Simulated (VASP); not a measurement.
Write the native input for VASP 6.6.1 that does the following.

- Task: single point
- Functional: PBE
- Potentials or basis: VASP PAW PBE potentials, release 64 (Sn_d, Se)
- Cutoff: 500 eV
- k mesh: 3 × 3 × 3
- Occupations: gaussian, width 0.2 eV
- Spin: no spin polarisation
- Dipole correction: no
- Further INCAR settings: ALGO = Normal; EDIFF = 1e-06; NBANDS = 35

The structure of Sn3Se2 lies in POSCAR:

```
Sn3Se2
1.0
    3.8431178525      2.2188251248      3.2406839290
   -3.8431178525      2.2188251248      3.2406839290
    0.0000000000     -4.4376502551      3.2406839253
Sn Se
3 2
Direct
    0.0000000000      0.2922215970      0.7077784030
    0.2922215970      0.7077784030      0.0000000000
    0.7077784030      0.0000000000      0.2922215970
    0.7044427584      0.7044427584      0.7044427584
    0.2955572416      0.2955572416      0.2955572416
```

The input as run:

INCAR

```
SYSTEM = Sn3Se2
PREC     = Accurate       ! precision mode
ENCUT    = 500            ! plane-wave cutoff, eV
EDIFF    = 1E-6           ! SCF threshold, eV
ISMEAR   = 0              ! smearing method
SIGMA    = 0.2            ! smearing width, eV
LREAL    = .FALSE.        ! projectors in reciprocal space
LASPH    = .TRUE.         ! aspherical terms in the spheres
NELM     = 120            ! most SCF steps
ALGO     = Normal         ! electronic algorithm
ISIF     = 2              ! what is computed and relaxed
LWAVE    = .FALSE.        ! write WAVECAR
LCHARG   = .TRUE.         ! write CHGCAR
GGA      = PE             ! functional
LELF     = .TRUE.         ! ELF
LVHAR    = .TRUE.       
NBANDS   = 35             ! bands
GGA_COMPAT= .FALSE.
```

KPOINTS

```
Automatic mesh
0
G
  3 3 3
  0 0 0
```

Potentials or basis: VASP PAW PBE potentials, release 64 (Sn_d, Se).

Launch:

```console
$ cat potpaw_PBE.64/Sn_d/POTCAR potpaw_PBE.64/Se/POTCAR > POTCAR
$ mpirun -np 1 vasp_std > vasp.out
```

Results of the run:

```yaml
Pressure: 0.4 GPa
Largest_force: 0.007 eV/Å
Band_gap_on_the_k_mesh: zero (band 27 reaches 4.35 eV, above the bottom of band 28 at 4.05 eV)
```

Caveat: the k points lie up to 0.38 Å⁻¹ apart; spin-orbit coupling is left out, which moves the levels of the heavy elements.

Run time: 18 s on 1 thread of Intel(R) Xeon(R) 6975P-C (Granite Rapids), on a shared host, peak memory 0.24 GiB.
